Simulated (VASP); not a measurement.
Input of a VASP 6.6.1 run:

POSCAR

```
NaH
1.0
    2.8485248179      0.0000000000      0.0000000000
    0.0000000000      2.8485248179      0.0000000000
    0.0000000000      0.0000000000      2.9323912064
Na H
1 1
Direct
    0.0000000000      0.0000000000      0.0000000000
    0.5000000000      0.5000000000      0.5000000000
```

The input INCAR.step1:

```
SYSTEM = NaH
PREC     = Accurate       ! precision mode
ENCUT    = 400            ! plane-wave cutoff, eV
EDIFF    = 1E-5           ! SCF threshold, eV
ISMEAR   = 0              ! smearing method
SIGMA    = 0.01           ! smearing width, eV
LREAL    = .FALSE.        ! projectors in reciprocal space
LASPH    = .TRUE.         ! aspherical terms in the spheres
NELM     = 120            ! most SCF steps
ALGO     = Normal         ! electronic algorithm
ISIF     = 2              ! what is computed and relaxed
LWAVE    = .TRUE.         ! write WAVECAR
NBANDS   = 11             ! bands
GGA      = PE             ! functional
GGA_COMPAT= .FALSE.
```

Contents of INCAR.step2:

```
SYSTEM = NaH
PREC     = Accurate       ! precision mode
ENCUT    = 400            ! plane-wave cutoff, eV
EDIFF    = 1E-6           ! SCF threshold, eV
ISMEAR   = 0              ! smearing method
SIGMA    = 0.01           ! smearing width, eV
LREAL    = .FALSE.        ! projectors in reciprocal space
LASPH    = .TRUE.         ! aspherical terms in the spheres
NELM     = 120            ! most SCF steps
ALGO     = Normal         ! electronic algorithm
ISIF     = 2              ! what is computed and relaxed
LWAVE    = .FALSE.        ! write WAVECAR
LCHARG   = .TRUE.         ! write CHGCAR
GGA      = PE             ! functional
LHFCALC  = .TRUE.         ! exact exchange
HFSCREEN = 0.2079         ! screening, 1/A
PRECFOCK = Normal       
LELF     = .TRUE.         ! ELF
LVHAR    = .TRUE.       
NBANDS   = 11             ! bands
ISTART   = 1            
GGA_COMPAT= .FALSE.
```

File KPOINTS:

```
Automatic mesh
0
G
  6 6 6
  0 0 0
```

Potentials or basis: VASP PAW PBE potentials, release 64 (Na_pv, H).

Run with:

```bash
$ cat potpaw_PBE.64/Na_pv/POTCAR potpaw_PBE.64/H/POTCAR > POTCAR
$ cp INCAR.step1 INCAR
$ mpirun -np 1 vasp_std > vasp.out
$ cp INCAR.step2 INCAR
$ mpirun -np 1 vasp_std > vasp.out
```

What does it give for the pressure?

1.4 GPa.

What does it give for the band gap on the k mesh?

1.69 eV (least direct gap 5.86 eV).

Stress tensor (GPa, compression positive):
```
 2.69  0.00  0.00
 0.00  2.69  0.00
 0.00  0.00 -1.07
```

Caveat: the cell differs from its parent crystal (biaxial xy strain -2.9%); the structure was generated, so it needn't be the stable form of NaH; the PAW data sets were made with another functional, which shifts forces and pressure a little. A k mesh can miss the band edges.
